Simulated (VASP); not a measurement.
# Pt (R-3m) in VASP: a series of runs

Runs on Pt. Level: LDA. Tasks: single point.

All numbers are computed with VASP 6.6.1; they aren't measurements. Logs are shortened: lines on timing, memory, paths and dates and some standing lists are left out, and cuts for length are marked.

## (1) The cell of the first run

It takes space group R-3m (No. 166, trigonal). Conventional cell: a = 5.348 Å, b = 5.348 Å, c = 1.806 Å, α = 90.00°, β = 90.00°, γ = 120.00°. Pt (site symmetry -3m) has 2 Pt at 1.81 Å within 2.4 Å.

## (2) Single point, LDA (14.91 Å³/atom)

File INCAR:

```
ALGO = Fast ; EDIFF = 1E-7
ENCUT = 520 ; GGA = CA
ISIF = 2 ; ISMEAR = 0
LASPH = True ; LCHARG = True
LELF = True ; LREAL = False
LVHAR = True ; LWAVE = False
NBANDS = 11 ; NELM = 100
PREC = Accurate ; SIGMA = 0.15
```

File KPOINTS:

```
k-points
0
Gamma
  22 22 22
```

File POSCAR:

```
Pt
1.0
   -2.1734768767      1.6081270845      1.6081270845
    1.6081270845     -2.1734768767      1.6081270845
    1.6081270845      1.6081270845     -2.1734768767
Pt
1
Direct
    0.0000000000      0.0000000000      0.0000000000
```

Potentials or basis: VASP PAW LDA potentials, release 64 (Pt).

Launch:

```
> cat potpaw_LDA.64/Pt/POTCAR > POTCAR
> mpirun -np 1 vasp_std > vasp.out
```

OUTCAR:

```text
EDIFF = 1E-7
   ENCUT = 520
   GGA = CA
   ISIF = 2
   ISMEAR = 0
   LASPH = True
   LREAL = False
   NELM = 100
   PREC = Accurate

 ion  position               nearest neighbor table
   1  0.000  0.000  0.000-

  LATTYP: Found a trigonal (rhomboedric) cell.
 ALAT       =     3.1458142306
 COS(alpha) =    -0.4450602107

  Lattice vectors:

 A1 = (  -2.1734768767,   1.6081270845,   1.6081270845)
 A2 = (   1.6081270845,  -2.1734768767,   1.6081270845)
 A3 = (   1.6081270845,   1.6081270845,  -2.1734768767)

Analysis of symmetry for initial positions (statically):
=====================================================================
 Subroutine PRICEL returns:
 Original cell was already a primitive cell.

 Routine SETGRP: Setting up the symmetry group for a
 trigonal (rhombohedral) supercell.

 Subroutine GETGRP returns: Found 12 space group operations
 (whereof 12 operations were pure point group operations)
 out of a pool of 12 trial point group operations.

The static configuration has the point symmetry D_3d.

Analysis of symmetry for dynamics (positions and initial velocities):
=====================================================================
 Subroutine PRICEL returns:
 Original cell was already a primitive cell.

 Routine SETGRP: Setting up the symmetry group for a
 trigonal (rhombohedral) supercell.

 Subroutine GETGRP returns: Found 12 space group operations
 (whereof 12 operations were pure point group operations)
 out of a pool of 12 trial point group operations.

The dynamic configuration has the point symmetry D_3d.

 Subroutine INISYM returns: Found 12 space group operations
 (whereof 12 operations are pure point group operations),
 and found     1 'primitive' translations

----------------------------------------------------------------------------------------

                                     Primitive cell

  volume of cell :      14.9123

  direct lattice vectors                    reciprocal lattice vectors
    -2.173476877  1.608127084  1.608127084     0.143367142  0.407805198  0.407805198
     1.608127084 -2.173476877  1.608127084     0.407805198  0.143367142  0.407805198
     1.608127084  1.608127084 -2.173476877     0.407805198  0.407805198  0.143367142

  length of vectors
     3.145814231  3.145814231  3.145814231     0.594276279  0.594276279  0.594276279

  position of ions in fractional coordinates (direct lattice)
     0.000000000  0.000000000  0.000000000

  ion indices of the primitive-cell ions
   primitive index   ion index
                 1           1

----------------------------------------------------------------------------------------

 KPOINTS: k-points

Automatic generation of k-mesh.
 Grid dimensions read from file:
 generate k-points for:   22   22   22

 Generating k-lattice:

  Cartesian coordinates                     Fractional coordinates (reciprocal lattice)
     0.006516688  0.018536600  0.018536600     0.045454545 -0.000000000  0.000000000
     0.018536600  0.006516688  0.018536600    -0.000000000  0.045454545  0.000000000
     0.018536600  0.018536600  0.006516688    -0.000000000 -0.000000000  0.045454545

  Length of vectors
     0.027012558  0.027012558  0.027012558

  Shift w.r.t. Gamma in fractional coordinates (k-lattice)
     0.000000000  0.000000000  0.000000000

 Subroutine IBZKPT returns following result:
 ===========================================

 Found   1024 irreducible k-points:

 Following reciprocal coordinates:
            Coordinates               Weight
  0.000000  0.000000  0.000000      1.000000
  0.045455 -0.000000 -0.000000      6.000000
  0.090909 -0.000000 -0.000000      6.000000
  0.136364 -0.000000 -0.000000      6.000000
  0.181818 -0.000000 -0.000000      6.000000
  0.227273 -0.000000 -0.000000      6.000000
[... 16 lines left out ...]
  0.500000  0.045455 -0.000000     12.000000
 -0.454545  0.045455  0.000000     12.000000
 [... further k-points ...]
   k-points           NKPTS =   1024   k-points in BZ     NKDIM =   1024   number of bands    NBANDS=     11
   number of dos      NEDOS =    301   number of ions     NIONS =      1
   total plane-waves  NPLWV =  13824
   dimension x,y,z NGX =    24 NGY =   24 NGZ =   24
   dimension x,y,z NGXF=    48 NGYF=   48 NGZF=   48
   ions per type =               1
   NGX,Y,Z   is equivalent  to a cutoff of  12.68, 12.68, 12.68 a.u.
   NGXF,Y,Z  is equivalent  to a cutoff of  25.37, 25.37, 25.37 a.u.
 SYSTEM =  unknown system
   PREC   = accura    normal or accurate (medium, high low for compatibility)
   ISTART =      0    job   : 0-new  1-cont  2-samecut
   ICHARG =      2    charge: 1-file 2-atom 10-const
   ISPIN  =      1    spin polarized calculation?
   LNONCOLLINEAR =      F non collinear calculations
   LSORBIT =      F    spin-orbit coupling
   LASPH  =      T    aspherical Exc in radial PAW
   ENCUT  =  520.0 eV  38.22 Ry    6.18 a.u.   5.85  5.85  5.85*2*pi/ulx,y,z
   NELM   =    100;   NELMIN=  2; NELMDL= -5     # of ELM steps
   EDIFF  = 0.1E-06   stopping-criterion for ELM
   LREAL  =      F    real-space projection
   EDIFFG = 0.1E-05   stopping-criterion for IOM
   NSW    =      0    number of steps for IOM
   IBRION =     -1    ionic relax: 0-MD 1-quasi-New 2-CG
   NFREE  =      0    steps in history (QN), initial steepest desc. (CG)
   ISIF   =      2    stress and relaxation
   ISYM   =      2    0-nonsym 1-usesym 2-fastsym
   POTIM  = 0.5000    time-step for ionic-motion
   TEBEG  =    0.0;   TEEND  =   0.0 temperature during run
   PSTRESS=    0.0 pullay stress
   NELECT =      10.0000    total number of electrons
   NUPDOWN=      -1.0000    fix difference up-down
   EMIN   =  10.00;   EMAX   =-10.00  energy-range for DOS
   EFERMI =   0.00;   METHOD = LEGACY
   ISMEAR =     0;   SIGMA  =   0.15  broadening in eV -4-tet -1-fermi 0-gaus
   EFERMI_NEDOS =   21; number of points for ismear=-14 and -15
   IALGO  =     68    algorithm
   IMIX   =      4    mixing-type and parameters
     AMIX     =   0.40;   BMIX     =  1.00
     AMIX_MAG =   1.60;   BMIX_MAG =  1.00
  volume/ion in A,a.u.               =      14.91       100.63
  Fermi-wavevector in a.u.,A,eV,Ry     =   1.432937  2.707857 27.936938  2.053307
  Thomas-Fermi vector in A             =   2.552510
   LORBIT       =      0    0 simple, 1 ext, 2 COOP (PROOUT), +10 PAW based schemes
   GGA     = CA    functional components
   LHFCALC =     F    Hartree Fock is set to
   AEXX    =    0.0000 exact exchange contribution
   IVDW    =     0    specifies the selected vdW correction
   LEPSILON=     F    determine dielectric tensor
   LRPA    =     F    only Hartree local field effects (RPA)
 non-spin polarized calculation
 RMM-DIIS sequential band-by-band and
 Gauss-broadening in eV      SIGMA  =   0.15
  energy-cutoff  :      520.00
  volume of cell :       14.91
 maximum number of plane-waves:       416
   NGX = 11   NGY = 11   NGZ = 11

 number of electron      10.0000000 magnetization

 number of electron       9.9999999 magnetization

 Free energy of the ion-electron system (eV)
  ---------------------------------------------------
  ext. energy  EPLUGINS =         0.00000000
  ---------------------------------------------------
  free energy    TOTEN  =         0.67679162 eV

  energy without entropy =        0.68188736  energy(sigma->0) =        0.67933949

 E-fermi :  12.3604     XC(G=0): -13.3419

 val. band max:       12.3598916136   @ k =   0.4091   0.2727   0.1364
 cond. band min:      12.3621382511   @ k =   0.5000  -0.0000  -0.0000
 fundamental gap:      0.0022466375
 Fermi energy:        12.3604451526

 k-point     1 :       0.0000    0.0000    0.0000
  band No.  band energies     occupation
      1      -2.3161      2.00000
      2       1.9285      2.00000
      3       5.9014      2.00000
      4       5.9014      2.00000
      5      15.9087      0.00000
      6      15.9087      0.00000
      7      22.6621      0.00000
      8      25.5203      0.00000
      9      25.5203      0.00000
     10      34.1271      0.00000
     11      34.1271      0.00000

 k-point     2 :       0.0455   -0.0000   -0.0000
  band No.  band energies     occupation
      1      -1.9578      2.00000
      2       2.0636      2.00000
      3       5.9569      2.00000
      4       5.9800      2.00000
      5      15.0917      0.00000
      6      15.1090      0.00000
      7      22.7854      0.00000
      8      26.2031      0.00000
      9      26.2552      0.00000
     10      34.1418      0.00000
     11      34.1647      0.00000

 k-point     3 :       0.0909   -0.0000   -0.0000
  band No.  band energies     occupation
      1      -0.9209      2.00000
      2       2.4889      2.00000
      3       6.1222      2.00000
      4       6.2134      2.00000
      5      13.2120      0.00000
      6      13.2637      0.00000
      7      23.1485      0.00000
      8      27.5543      0.00000
      9      27.8320      0.00000
     10      34.2382      0.00000
     11      34.3449      0.00000

 k-point     4 :       0.1364   -0.0000   -0.0000
  band No.  band energies     occupation
      1       0.6357      2.00000
      2       3.3050      2.00000
      3       6.3914      2.00000
      4       6.5933      2.00000
      5      11.0013      2.00000
      6      11.0793      2.00000
      7      23.7299      0.00000
      8      28.5951      0.00000
      9      29.3432      0.00000
     10      34.4414      0.00000
     11      34.8362      0.00000
[... 239 lines left out ...]
 k-point    22 :       0.4545    0.0455    0.0000
  band No.  band energies     occupation
      1      -0.0335      2.00000
      2       0.4664      2.00000
      3      10.0450      2.00000
      4      10.5256      2.00000
      5      12.2688      1.61240
      6      17.4352      0.00000
      7      24.7882      0.00000
      8      28.3582      0.00000
      9      29.5737      0.00000
     10      34.0845      0.00000
     11      34.2062      0.00000

 k-point    23 :       0.5000    0.0455   -0.0000
  band No.  band energies     occupation
      1       0.1291      2.00000
      2       0.6513      2.00000
      3       9.8843      2.00000
      4      10.3550      2.00000
      5      12.1548      1.94743
      6      17.3862      0.00000
      7      24.8057      0.00000
      8      28.1164      0.00000
      9      29.3136      0.00000
     10      33.6910      0.00000
     11      34.2717      0.00000

 k-point    24 :      -0.4545    0.0455    0.0000
  band No.  band energies     occupation
      1       0.6549      2.00000
      2       1.2025      2.00000
      3       9.4467      2.00000
      4       9.7302      2.00000
      5      11.2968      2.00000
      6      17.4579      0.00000
      7      25.1143      0.00000
      8      28.0264      0.00000
      9      28.4187      0.00000
     10      33.8331      0.00000
     11      34.2243      0.00000

 [... further k-points ...]
[... 5 lines left out ...]
  --------------------------------------------------------------------------------------
  -------------------------------------------------------------------------------------
  Total       18.7432461     18.7432461     18.7432461     17.7554630     17.7554630     17.7554630
  in kB     2013.7786666   2013.7786666   2013.7786666   1907.6510254   1907.6510254   1907.6510254
  external PRESSURE =    2013.7786666 kB  Pullay stress =       0.0000000 kB

 VOLUME and BASIS-vectors are now :
 -----------------------------------------------------------------------------
  energy-cutoff  :      520.00
  volume of cell :       14.91
      direct lattice vectors                 reciprocal lattice vectors
    -2.173476877  1.608127084  1.608127084     0.143367142  0.407805198  0.407805198
     1.608127084 -2.173476877  1.608127084     0.407805198  0.143367142  0.407805198
     1.608127084  1.608127084 -2.173476877     0.407805198  0.407805198  0.143367142

 POSITION                                       TOTAL-FORCE (eV/Angst)
 -----------------------------------------------------------------------------------
      0.00000      0.00000      0.00000        -0.000000     -0.000000     -0.000000
 -----------------------------------------------------------------------------------
    total drift:                               -0.000000      0.000000     -0.000000

  FREE ENERGIE OF THE ION-ELECTRON SYSTEM (eV)
  ---------------------------------------------------
  free  energy   TOTEN  =         0.6767916230 eV

  energy  without entropy=        0.6818873616  energy(sigma->0) =        0.67933949
```

It took 65 s on 1 thread of Intel Xeon 6975P-C (Granite Rapids), shared host; peak memory 0.29 GiB.

What came out:

| Item | Value |
| --- | --- |
| Free energy | 0.6768 eV |
| Pressure | 201.4 GPa |
| Band gap on the k mesh | zero (bands 5 and 6 overlap by 8.47 eV) |

Stress tensor (GPa, compression positive):
```
201.38 190.77 190.77
190.77 201.38 190.77
190.77 190.77 201.38
```

Caveat: atoms lie so close that the PAW spheres overlap strongly, which falsifies energies and pressures; the cell stands under pressure; spin-orbit coupling is left out, which moves the levels of the heavy elements.

## (3) Single point, LDA (15.51 Å³/atom)

This run uses another cell than the first one, of 15.51 Å³/atom.

File INCAR:

```
PREC     = Accurate       # precision mode
ENCUT    = 520            # plane-wave cutoff, eV
EDIFF    = 1E-7           # SCF threshold, eV
ISMEAR   = 0              # smearing method
SIGMA    = 0.15           # smearing width, eV
LREAL    = F              # projectors in reciprocal space
LASPH    = T              # aspherical terms in the spheres
NELM     = 80             # most SCF steps
ALGO     = Fast           # electronic algorithm
ISIF     = 2              # what is computed and relaxed
LWAVE    = F              # write WAVECAR
LCHARG   = F              # write CHGCAR
GGA      = CA             # functional
NBANDS   = 11             # bands
```

File KPOINTS:

```
Automatic mesh
0
Gamma
  22 22 22
```

File POSCAR:

```
Pt
1.0
   -1.9888742032      1.5973752992      1.5973752992
    1.5973752992     -1.9888742032      1.5973752992
    1.5973752992      1.5973752992     -1.9888742032
Pt
1
Direct
    0.0000000000      0.0000000000      0.0000000000
```

Potentials or basis: VASP PAW LDA potentials, release 64 (Pt).

Launch:

```
> cat potpaw_LDA.64/Pt/POTCAR > POTCAR
> mpirun -np 1 vasp_std > vasp.out
```

Wall time 61 s (1 thread of Intel Xeon 6975P-C (Granite Rapids), shared host); peak memory 0.28 GiB.

It converged, with:

* Free energy: -4.8452 eV
* Pressure: 72.0 GPa
* Band gap on the k mesh: zero (bands 5 and 6 overlap by 5.30 eV)

Stress tensor (GPa, compression positive):
```
71.96 83.62 83.62
83.62 71.96 83.62
83.62 83.62 71.96
```

Levels at points of the mesh, in eV from the Fermi level:
| k point | band 1 | band 2 | band 3 | band 4 | band 5 | band 6 | band 7 | band 8 | band 9 | band 10 |
| --- | --- | --- | --- | --- | --- | --- | --- | --- | --- | --- |
| (0.00, 0.00, 0.00) | -11.13 | -9.14 | -4.55 | -4.55 | 0.78 | 0.78 | 12.31 | 15.01 | 15.01 | 24.34 |
| (0.50, 0.00, 0.00) | -8.57 | -7.34 | -2.60 | -2.16 | 0.15 | 2.61 | 11.97 | 12.81 | 15.65 | 20.70 |
| (0.50, 0.50, 0.00) | -10.70 | -7.15 | -2.03 | -1.69 | 0.85 | 1.18 | 1.78 | 9.08 | 19.27 | 22.64 |
| (0.50, 0.50, 0.50) | -8.64 | -8.64 | -1.42 | -1.42 | 1.97 | 8.06 | 8.06 | 9.48 | 17.70 | 17.70 |

Caveat: the cell stands under pressure; spin-orbit coupling is left out, which moves the levels of the heavy elements.

## (4) Single point, LDA (16.10 Å³/atom)

This run uses another cell than the first one, of 16.10 Å³/atom.

File INCAR:

```
SYSTEM = Pt
PREC     = Accurate       ! precision mode
ENCUT    = 520            ! plane-wave cutoff, eV
EDIFF    = 1E-7           ! SCF threshold, eV
ISMEAR   = 0              ! smearing method
SIGMA    = 0.15           ! smearing width, eV
LREAL    = .FALSE.        ! projectors in reciprocal space
LASPH    = .TRUE.         ! aspherical terms in the spheres
NELM     = 80             ! most SCF steps
ALGO     = Fast           ! electronic algorithm
ISIF     = 2              ! what is computed and relaxed
LWAVE    = .FALSE.        ! write WAVECAR
LCHARG   = .TRUE.         ! write CHGCAR
LELF     = .TRUE.         ! ELF
LVHAR    = .TRUE.       
NBANDS   = 11             ! bands
```

File KPOINTS:

```
Automatic mesh
0
G
  22 22 22
  0 0 0
```

File POSCAR:

```
Pt
1.0
   -1.3801790983      1.5979819424      1.5979819424
    1.5979819424     -1.3801790983      1.5979819424
    1.5979819424      1.5979819424     -1.3801790983
Pt
1
Direct
    0.0000000000      0.0000000000      0.0000000000
```

Launch:

```
> cat potpaw_LDA.64/Pt/POTCAR > POTCAR
> mpirun -np 1 vasp_std > vasp.out
```

It took 57 s on 1 thread of Intel Xeon 6975P-C (Granite Rapids), shared host; peak memory 0.28 GiB.

It converged, with:

| Property | Result |
| --- | --- |
| Free energy | -7.1412 eV |
| Pressure | -8.3 GPa |
| Band gap on the k mesh | zero (bands 5 and 6 overlap by 2.41 eV) |

Stress tensor (GPa, compression positive):
```
-8.28 -6.01 -6.01
-6.01 -8.28 -6.01
-6.01 -6.01 -8.28
```

Levels at points of the mesh, in eV from the Fermi level:
| k point | band 3 | band 4 | band 5 | band 6 | band 7 | band 8 |
| --- | --- | --- | --- | --- | --- | --- |
| (0.00, 0.00, 0.00) | -4.46 | -1.58 | -0.39 | -0.39 | 15.99 | 15.99 |
| (0.50, 0.00, 0.00) | -0.53 | -0.32 | -0.24 | 0.32 | 5.50 | 14.39 |
| (0.50, 0.50, 0.00) | -1.03 | -0.96 | 1.43 | 1.70 | 7.88 | 10.60 |
| (0.50, 0.50, 0.50) | -1.23 | 1.48 | 1.48 | 8.00 | 8.00 | 8.00 |

Caveat: the cell stands under tension; spin-orbit coupling is left out, which moves the levels of the heavy elements.

## (5) Overview

| cell | gap on the mesh (eV) | pressure (GPa) |
| --- | --- | --- |
| a = 3.146 Å, angles 116.4°, 1 atom | none | 201.4 |
| a = 3.010 Å, angles 114.8°, 1 atom | none | 72.0 |
| a = 2.648 Å, angles 105.4°, 1 atom | none | -8.3 |

Alike in all rows: task single point; level LDA; potentials or basis VASP PAW LDA potentials, release 64 (Pt); no spin polarisation; k mesh 22 × 22 × 22; cutoff (eV) 520; smearing gaussian 0.15 eV.

Caveats: spin-orbit coupling is left out, which moves the levels of the heavy elements; the cell stands under pressure (at least some runs); atoms lie so close that the PAW spheres overlap strongly, which falsifies energies and pressures (at least some runs); the cell stands under tension (at least some runs).

Total energies depend on the potentials used, so only differences within one code and one set of settings carry meaning.
